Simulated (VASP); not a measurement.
# MoS2 (R3m) in VASP: a series of runs

The runs below take MoS2 through single point, with PBE.

Program: VASP 6.6.1. These are calculated values, not measurements. Logs are shortened: lines on timing, memory, paths and dates and some standing lists are left out, and cuts for length are marked.

## (1) The cell of the first run

The structure is trigonal, space group R3m (No. 160). Conventional cell: a = 3.120 Å, b = 3.120 Å, c = 18.122 Å, α = 90.00°, β = 90.00°, γ = 120.00°. Within 3.2 Å of Mo (site symmetry 3m) lie 6 S at 2.33 Å and 6 Mo at 3.12 Å. Within 3.2 Å of S (site symmetry 3m) lie 3 Mo at 2.33 Å and 7 S at 2.96 to 3.12 Å. Within 3.2 Å of S (site symmetry 3m) lie 3 Mo at 2.33 Å and 7 S at 2.96 to 3.12 Å.

## (2) Single point, PBE (16.98 Å³/atom)

The input, INCAR:

```
SYSTEM = MoS2
  ALGO = Normal
  EDIFF = 1E-6
  ENCUT = 520
  GGA = PE
  ISIF = 2
  ISMEAR = -1
  LASPH = .True.
  LCHARG = .False.
  LREAL = .False.
  LWAVE = .False.
  NBANDS = 20
  NELM = 100
  PREC = Accurate
  SIGMA = 0.05
```

The input, KPOINTS:

```
k-points
0
Gamma
  13 13 13
  0 0 0
```

The input, POSCAR:

```
MoS2
1.0
    1.5601261102      0.9007392297      6.0405721524
   -1.5601261102      0.9007392297      6.0405721524
    0.0000000000     -1.8014784593      6.0405721524
Mo S
1 2
Direct
    0.0000000000      0.0000000000      0.0000000000
    0.7484000000      0.7484000000      0.7484000000
    0.5849000000      0.5849000000      0.5849000000
```

Potentials or basis: VASP PAW PBE potentials, release 64 (Mo_sv, S).

Run with:

```
$ cat potpaw_PBE.64/Mo_sv/POTCAR potpaw_PBE.64/S/POTCAR > POTCAR
$ mpirun -np 1 vasp_std > vasp.out
```

OUTCAR:

```text
SYSTEM = MoS2
   EDIFF = 1E-6
   ENCUT = 520
   GGA = PE
   ISIF = 2
   ISMEAR = -1
   LASPH = .True.
   LREAL = .False.
   NELM = 100
   PREC = Accurate

 ion  position               nearest neighbor table
   1  0.000  0.000  0.000-   2 2.33   2 2.33   2 2.33   3 2.33   3 2.33   3 2.33
   2  0.748  0.748  0.748-   1 2.33   1 2.33   1 2.33
   3  0.585  0.585  0.585-   1 2.33   1 2.33   1 2.33

  LATTYP: Found a trigonal (rhomboedric) cell.
 ALAT       =     6.3034781326
 COS(alpha) =     0.8774851014

  Lattice vectors:

 A1 = (   1.5601261102,   0.9007392297,   6.0405721524)
 A2 = (  -1.5601261102,   0.9007392297,   6.0405721524)
 A3 = (   0.0000000000,  -1.8014784593,   6.0405721524)

Analysis of symmetry for initial positions (statically):
=====================================================================
 Subroutine PRICEL returns:
 Original cell was already a primitive cell.

 Routine SETGRP: Setting up the symmetry group for a
 trigonal (rhombohedral) supercell.

 Subroutine GETGRP returns: Found  6 space group operations
 (whereof  6 operations were pure point group operations)
 out of a pool of 12 trial point group operations.

The static configuration has the point symmetry C_3v.

Analysis of symmetry for dynamics (positions and initial velocities):
=====================================================================
 Subroutine PRICEL returns:
 Original cell was already a primitive cell.

 Routine SETGRP: Setting up the symmetry group for a
 trigonal (rhombohedral) supercell.

 Subroutine GETGRP returns: Found  6 space group operations
 (whereof  6 operations were pure point group operations)
 out of a pool of 12 trial point group operations.

The dynamic configuration has the point symmetry C_3v.

 Subroutine INISYM returns: Found  6 space group operations
 (whereof  6 operations are pure point group operations),
 and found     1 'primitive' translations

----------------------------------------------------------------------------------------

                                     Primitive cell

  volume of cell :      50.9317

  direct lattice vectors                    reciprocal lattice vectors
     1.560126110  0.900739230  6.040572152     0.320486912  0.185033205  0.055182411
    -1.560126110  0.900739230  6.040572152    -0.320486912  0.185033205  0.055182411
     0.000000000 -1.801478459  6.040572152     0.000000000 -0.370066410  0.055182411

  length of vectors
     6.303478133  6.303478133  6.303478133     0.374158050  0.374158050  0.374158050

  position of ions in fractional coordinates (direct lattice)
     0.000000000  0.000000000  0.000000000
     0.748400000  0.748400000  0.748400000
     0.584900000  0.584900000  0.584900000

  ion indices of the primitive-cell ions
   primitive index   ion index
                 1           1
                 2           2
                 3           3

----------------------------------------------------------------------------------------

 KPOINTS: k-points

Automatic generation of k-mesh.
 Grid dimensions read from file:
 generate k-points for:   13   13   13

 Generating k-lattice:

  Cartesian coordinates                     Fractional coordinates (reciprocal lattice)
     0.024652839  0.014233323  0.004244801     0.076923077  0.000000000  0.000000000
    -0.024652839  0.014233323  0.004244801     0.000000000  0.076923077  0.000000000
     0.000000000 -0.028466647  0.004244801     0.000000000  0.000000000  0.076923077

  Length of vectors
     0.028781388  0.028781388  0.028781388

  Shift w.r.t. Gamma in fractional coordinates (k-lattice)
     0.000000000  0.000000000  0.000000000

 Subroutine IBZKPT returns following result:
 ===========================================

 Found    231 irreducible k-points:

 Following reciprocal coordinates:
            Coordinates               Weight
  0.000000  0.000000  0.000000      1.000000
  0.076923  0.000000 -0.000000      6.000000
  0.153846  0.000000 -0.000000      6.000000
  0.230769  0.000000 -0.000000      6.000000
  0.307692  0.000000 -0.000000      6.000000
  0.384615  0.000000  0.000000      6.000000
[... 16 lines left out ...]
  0.384615  0.153846 -0.000000     12.000000
  0.461538  0.153846 -0.000000     12.000000
 [... further k-points ...]
   k-points           NKPTS =    231   k-points in BZ     NKDIM =    231   number of bands    NBANDS=     20
   number of dos      NEDOS =    301   number of ions     NIONS =      3
   total plane-waves  NPLWV = 110592
   dimension x,y,z NGX =    48 NGY =   48 NGZ =   48
   dimension x,y,z NGXF=    96 NGYF=   96 NGZF=   96
   ions per type =               1   2
   NGX,Y,Z   is equivalent  to a cutoff of  12.66, 12.66, 12.66 a.u.
   NGXF,Y,Z  is equivalent  to a cutoff of  25.32, 25.32, 25.32 a.u.
 SYSTEM =  MoS2
   PREC   = accura    normal or accurate (medium, high low for compatibility)
   ISTART =      0    job   : 0-new  1-cont  2-samecut
   ICHARG =      2    charge: 1-file 2-atom 10-const
   ISPIN  =      1    spin polarized calculation?
   LNONCOLLINEAR =      F non collinear calculations
   LSORBIT =      F    spin-orbit coupling
   LASPH  =      T    aspherical Exc in radial PAW
   ENCUT  =  520.0 eV  38.22 Ry    6.18 a.u.  11.72 11.72 11.72*2*pi/ulx,y,z
   NELM   =    100;   NELMIN=  2; NELMDL= -5     # of ELM steps
   EDIFF  = 0.1E-05   stopping-criterion for ELM
   LREAL  =      F    real-space projection
   EDIFFG = 0.1E-04   stopping-criterion for IOM
   NSW    =      0    number of steps for IOM
   IBRION =     -1    ionic relax: 0-MD 1-quasi-New 2-CG
   NFREE  =      0    steps in history (QN), initial steepest desc. (CG)
   ISIF   =      2    stress and relaxation
   ISYM   =      2    0-nonsym 1-usesym 2-fastsym
   POTIM  = 0.5000    time-step for ionic-motion
   TEBEG  =    0.0;   TEEND  =   0.0 temperature during run
   PSTRESS=    0.0 pullay stress
   NELECT =      26.0000    total number of electrons
   NUPDOWN=      -1.0000    fix difference up-down
   EMIN   =  10.00;   EMAX   =-10.00  energy-range for DOS
   EFERMI =   0.00;   METHOD = LEGACY
   ISMEAR =    -1;   SIGMA  =   0.05  broadening in eV -4-tet -1-fermi 0-gaus
   EFERMI_NEDOS =   21; number of points for ismear=-14 and -15
   IALGO  =     38    algorithm
   IMIX   =      4    mixing-type and parameters
     AMIX     =   0.40;   BMIX     =  1.00
     AMIX_MAG =   1.60;   BMIX_MAG =  1.00
  volume/ion in A,a.u.               =      16.98       114.57
  Fermi-wavevector in a.u.,A,eV,Ry     =   1.308388  2.472495 23.291533  1.711879
  Thomas-Fermi vector in A             =   2.439058
   LORBIT       =      0    0 simple, 1 ext, 2 COOP (PROOUT), +10 PAW based schemes
   GGA     = PE    functional components
   LHFCALC =     F    Hartree Fock is set to
   AEXX    =    0.0000 exact exchange contribution
   IVDW    =     0    specifies the selected vdW correction
   LEPSILON=     F    determine dielectric tensor
   LRPA    =     F    only Hartree local field effects (RPA)
 non-spin polarized calculation
  energy-cutoff  :      520.00
  volume of cell :       50.93
 maximum number of plane-waves:      1387
   NGX = 23   NGY = 23   NGZ = 23

 number of electron      26.0000002 magnetization

 Free energy of the ion-electron system (eV)
  ---------------------------------------------------
  ext. energy  EPLUGINS =         0.00000000
  ---------------------------------------------------
  free energy    TOTEN  =       -21.55161281 eV

  energy without entropy =      -21.55160710  energy(sigma->0) =      -21.55160995

 E-fermi :   8.7021     XC(G=0): -11.0001

 val. band max:        8.3979198006   @ k =   0.4615   0.4615   0.4615
 cond. band min:       9.1569701296   @ k =  -0.3077   0.3077   0.0000
 fundamental gap:      0.7590503290
 Fermi energy:         8.7020806106

 k-point     1 :       0.0000    0.0000    0.0000
  band No.  band energies     occupation
      1     -53.3102      2.00000
      2     -27.5318      2.00000
      3     -27.2676      2.00000
      4     -27.2676      2.00000
      5      -7.2773      2.00000
      6      -5.2940      2.00000
[... 12 lines left out ...]
     19      16.5726      0.00000
     20      16.8122      0.00000

 k-point     2 :       0.0769    0.0000   -0.0000
  band No.  band energies     occupation
      1     -53.3072      2.00000
      2     -27.5260      2.00000
      3     -27.2963      2.00000
      4     -27.2740      2.00000
      5      -7.1774      2.00000
      6      -5.2710      2.00000
[... 12 lines left out ...]
     19      16.8457      0.00000
     20      17.0010      0.00000

 k-point     3 :       0.1538    0.0000   -0.0000
  band No.  band energies     occupation
      1     -53.2991      2.00000
      2     -27.5098      2.00000
      3     -27.3754      2.00000
      4     -27.2916      2.00000
      5      -6.8913      2.00000
      6      -5.2048      2.00000
[... 12 lines left out ...]
     19      16.8778      0.00000
     20      17.5482      0.00000

 k-point     4 :       0.2308    0.0000   -0.0000
  band No.  band energies     occupation
      1     -53.2877      2.00000
      2     -27.4870      2.00000
      3     -27.4853      2.00000
      4     -27.3165      2.00000
      5      -6.4594      2.00000
      6      -5.1048      2.00000
[... 12 lines left out ...]
     19      16.7815      0.00000
     20      17.4657      0.00000

 k-point     5 :       0.3077    0.0000   -0.0000
  band No.  band energies     occupation
      1     -53.2755      2.00000
      2     -27.5999      2.00000
      3     -27.4626      2.00000
      4     -27.3427      2.00000
      5      -5.9520      2.00000
      6      -4.9891      2.00000
[... 12 lines left out ...]
     19      16.0338      0.00000
     20      16.5896      0.00000
[... 353 lines left out ...]
      6      -5.1777      2.00000
[... 12 lines left out ...]
     19      17.0638      0.00000
     20      17.2076      0.00000

 k-point    22 :       0.3077    0.1538   -0.0000
  band No.  band energies     occupation
      1     -53.2818      2.00000
      2     -27.5238      2.00000
      3     -27.4752      2.00000
      4     -27.3468      2.00000
      5      -6.1980      2.00000
      6      -5.0841      2.00000
[... 12 lines left out ...]
     19      16.9591      0.00000
     20      17.4192      0.00000

 k-point    23 :       0.3846    0.1538   -0.0000
  band No.  band energies     occupation
      1     -53.2710      2.00000
      2     -27.6083      2.00000
      3     -27.4536      2.00000
      4     -27.3871      2.00000
      5      -5.7276      2.00000
      6      -4.9657      2.00000
[... 12 lines left out ...]
     19      16.4239      0.00000
     20      17.1066      0.00000

 k-point    24 :       0.4615    0.1538   -0.0000
  band No.  band energies     occupation
      1     -53.2620      2.00000
      2     -27.6763      2.00000
      3     -27.4356      2.00000
      4     -27.4216      2.00000
      5      -5.2968      2.00000
      6      -4.8502      2.00000
[... 12 lines left out ...]
     19      16.2984      0.00000
     20      16.9590      0.00000

 [... further k-points ...]

------------------------ aborting loop because EDIFF is reached ----------------------------------------

  FORCE on cell =-STRESS in cart. coord.  units (eV):
  Direction    XX          YY          ZZ          XY          YZ          ZX
  --------------------------------------------------------------------------------------
  -------------------------------------------------------------------------------------
  Total        4.5427416      4.5427416      7.0470886     -0.0000000      0.0000000      0.0000000
  in kB      142.9027228    142.9027228    221.6829047     -0.0000000      0.0000000      0.0000000
  external PRESSURE =     169.1627834 kB  Pullay stress =       0.0000000 kB

 VOLUME and BASIS-vectors are now :
 -----------------------------------------------------------------------------
  energy-cutoff  :      520.00
  volume of cell :       50.93
      direct lattice vectors                 reciprocal lattice vectors
     1.560126110  0.900739230  6.040572152     0.320486912  0.185033205  0.055182411
    -1.560126110  0.900739230  6.040572152    -0.320486912  0.185033205  0.055182411
     0.000000000 -1.801478459  6.040572152     0.000000000 -0.370066410  0.055182411

 POSITION                                       TOTAL-FORCE (eV/Angst)
 -----------------------------------------------------------------------------------
      0.00000      0.00000      0.00000         0.000000     -0.000000     -0.002804
      0.00000      0.00000     13.56229         0.000000      0.000000      2.082499
      0.00000      0.00000     10.59939         0.000000     -0.000000     -2.079695
 -----------------------------------------------------------------------------------
    total drift:                                0.000000      0.000000      0.000010

  FREE ENERGIE OF THE ION-ELECTRON SYSTEM (eV)
  ---------------------------------------------------
  free  energy   TOTEN  =       -21.5516128125 eV

  energy  without entropy=      -21.5516070959  energy(sigma->0) =      -21.55160995
```

Run time: 14 min. Hardware: 1 thread of Intel Xeon 8259CL, shared host; peak memory 0.47 GiB.

What came out:

```
Free energy            : -21.5516 eV
Pressure               : 16.9 GPa
Largest force          : 2.082 eV/Å
Band gap on the k mesh : 0.76 eV (least direct gap 1.91 eV)
```

Forces in eV/Å, atoms in the order of the input:
```
Mo   0.000  0.000 -0.003
S    0.000  0.000  2.082
S    0.000  0.000 -2.080
```

Levels at points of the mesh, in eV from the valence-band top:
```
           k point  band 11  band 12  band 13  band 14  band 15  band 16
(0.00, 0.00, 0.00)    -2.79    -1.37    -1.30     1.95     1.95     2.54
```

Caveat: the cell stands under pressure; an odd mesh through Γ misses points on the zone boundary, where band edges can lie; forces of over 1 eV/Å act on the atoms, so gaps and moduli don't describe the material at rest.

## (3) Single point, PBE (17.51 Å³/atom)

This run uses another cell than the first one, of 17.51 Å³/atom.

The input, INCAR:

```
SYSTEM = MoS2
ALGO     = Normal         ! electronic algorithm
EDIFF    = 1E-6           ! SCF threshold, eV
ENCUT    = 520            ! plane-wave cutoff, eV
GGA      = PE             ! functional
ISIF     = 2              ! what is computed and relaxed
ISMEAR   = -1             ! smearing method
LASPH    = .TRUE.         ! aspherical terms in the spheres
LCHARG   = .FALSE.        ! write CHGCAR
LREAL    = .FALSE.        ! projectors in reciprocal space
LWAVE    = .FALSE.        ! write WAVECAR
NBANDS   = 20             ! bands
NELM     = 100            ! most SCF steps
PREC     = Accurate       ! precision mode
SIGMA    = 0.05           ! smearing width, eV
```

The input, KPOINTS:

```
k-points
0
G
  13 13 13
  0 0 0
```

The input, POSCAR:

```
MoS2
1.0
    1.5762110184      0.9100258558      6.1028504825
   -1.5762110184      0.9100258558      6.1028504825
    0.0000000000     -1.8200517116      6.1028504825
Mo S
1 2
Direct
    0.0000000000      0.0000000000      0.0000000000
    0.7484000000      0.7484000000      0.7484000000
    0.5849000000      0.5849000000      0.5849000000
```

Potentials or basis: VASP PAW PBE potentials, release 64 (Mo_sv, S).

Run with:

```
$ cat potpaw_PBE.64/Mo_sv/POTCAR potpaw_PBE.64/S/POTCAR > POTCAR
$ mpirun -np 1 vasp_std > vasp.out
```

It took 14 min on 1 thread of Intel Xeon 8259CL, shared host; peak memory 0.47 GiB.

It converged, with:

* Free energy: -21.6897 eV
* Pressure: 10.9 GPa
* Largest force: 1.464 eV/Å
* Band gap on the k mesh: 0.76 eV (least direct gap 1.84 eV)

Forces in eV/Å, atoms in the order of the input:
```
Mo   0.000  0.000 -0.003
S    0.000  0.000  1.464
S    0.000  0.000 -1.461
```

Stress tensor (GPa, compression positive):
```
 8.52  0.00  0.00
 0.00  8.52  0.00
 0.00  0.00 15.68
```

Levels at points of the mesh, in eV from the valence-band top:
| k point | band 10 | band 11 | band 12 | band 13 | band 14 | band 15 | band 16 | band 17 |
| --- | --- | --- | --- | --- | --- | --- | --- | --- |
| (0.00, 0.00, 0.00) | -2.68 | -2.68 | -1.34 | -1.19 | 1.92 | 1.92 | 2.46 | 2.46 |

Caveat: the cell stands under pressure; an odd mesh through Γ misses points on the zone boundary, where band edges can lie; forces of over 1 eV/Å act on the atoms, so gaps and moduli don't describe the material at rest.
